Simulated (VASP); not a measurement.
Wanted: the native input for a VASP 6.6.1 run.

```yaml
Task: single point
Functional: PBE
Potentials_or_basis: VASP PAW PBE potentials, release 64 (Zr_sv, Hf_pv, C)
Cutoff: 520 eV
k_mesh: 12 × 12 × 4
Occupations: gaussian, width 0.1 eV
Spin: no spin polarisation
Dipole_correction: no
Further_INCAR_settings: ALGO = Normal; EDIFF = 1e-06; NBANDS = 31
```

The structure of Hf2ZrC3 lies in POSCAR:

```
Hf2ZrC3
1.0
    3.3348731648      0.0000000000      0.0000000000
   -1.6674365824      2.8880848791      0.0000000000
    0.0000000000      0.0000000000      8.1719873261
Zr Hf C
1 2 3
Direct
    0.0000000000      0.0000000000      0.0000000000
    0.6666666667      0.3333333333      0.6656596929
    0.3333333333      0.6666666667      0.3343403071
    0.3333333333      0.6666666667      0.8305862268
    0.6666666667      0.3333333333      0.1694137732
    0.0000000000      0.0000000000      0.5000000000
```

These files were run (other wordings do the same):

INCAR

```
PREC = Accurate ; ENCUT = 520
EDIFF = 1E-6 ; ISMEAR = 0
SIGMA = 0.1 ; LREAL = False
LASPH = True ; NELM = 60
ALGO = Normal ; ISIF = 2
LWAVE = False ; LCHARG = True
GGA = PE ; LELF = True
LVHAR = True ; NBANDS = 31
```

KPOINTS

```
Automatic mesh
0
Gamma
  12 12 4
```

Potentials or basis: VASP PAW PBE potentials, release 64 (Zr_sv, Hf_pv, C).

The run is started by

```sh
$ cat potpaw_PBE.64/Zr_sv/POTCAR potpaw_PBE.64/Hf_pv/POTCAR potpaw_PBE.64/C/POTCAR > POTCAR
$ mpirun -np 1 vasp_std > vasp.out
```

Results of the run:

| Quantity | Value |
| --- | --- |
| Pressure | -6.8 GPa |
| Largest force | 0.042 eV/Å |
| Band gap on the k mesh | zero (bands 22 and 23 overlap by 1.36 eV) |

Caveat: the cell stands under tension; spin-orbit coupling is left out, which moves the levels of the heavy elements.

It took 5.1 min on 1 thread of Intel Xeon 8259CL, on a shared host, peak memory 0.32 GiB.
